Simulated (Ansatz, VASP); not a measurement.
Bi3O: VASP beside Ansatz

Contents of INCAR:

```
PREC = Accurate ; ENCUT = 520
EDIFF = 1E-6 ; ISMEAR = 0
SIGMA = 0.1 ; LREAL = F
LASPH = T ; NELM = 80
ALGO = Normal ; ISIF = 2
LWAVE = F ; LCHARG = T
GGA = PE ; LELF = T
LVHAR = T ; NBANDS = 34
```

KPOINTS

```
regular mesh
0
Gamma
  6 6 6
```

File POSCAR:

```
Bi3O
1.0
   -2.2387510501      2.2387510501      5.0008465015
    2.2387510501     -2.2387510501      5.0008465015
    2.2387510501      2.2387510501     -5.0008465015
Bi O
3 1
Direct
    0.5000000000      0.5000000000      0.0000000000
    0.2500000000      0.7500000000      0.5000000000
    0.7500000000      0.2500000000      0.5000000000
    0.0000000000      0.0000000000      0.0000000000
```

Input for Ansatz:

```yaml
crystal:
  lattice:
    - [-2.2387510501, 2.2387510501, 5.0008465015]
    - [2.2387510501, -2.2387510501, 5.0008465015]
    - [2.2387510501, 2.2387510501, -5.0008465015]
  atoms:
    - { symbol: Bi, position: [0.5, 0.5, 0.0] }
    - { symbol: Bi, position: [0.25, 0.75, 0.5] }
    - { symbol: Bi, position: [0.75, 0.25, 0.5] }
    - { symbol: O, position: [0.0, 0.0, 0.0] }
basis:
  ecutwfc: 420
kpoints:
  mp_grid: { grid: [6, 6, 6] }
hamiltonian:
  xc: pbe
scf:
  occupations: { method: gaussian, width: 0.1 }
  lower_state_search: "off"
output:
  forces: true
  stress: true
  eigenvalues: true
```

Alike in both runs: task single point; functional PBE; k mesh 6 × 6 × 6; occupations gaussian, width 0.1 eV; no spin polarisation.

|  | VASP | Ansatz |
| --- | --- | --- |
| version | VASP 6.6.1 | Ansatz 0.2.0 |
| potentials or method | VASP PAW PBE potentials, release 64 (Bi_d, O), cutoff 520 eV | scalar-relativistic, plane waves, PAW |
| valence electrons in the cell | 51 | 51 |

VASP gave:

- gap on the k mesh at the Fermi level (eV): none
- pressure (GPa): 0.3

Task: Which values does Ansatz return?

Result: gap on the k mesh at the Fermi level (eV): none; pressure (GPa): 0.4.

A gap of «none» marks a metal or a gap that the smearing closes. The functional is the same, so the differences come from potentials, cutoffs and numerics.

Neither program's run includes spin-orbit coupling.
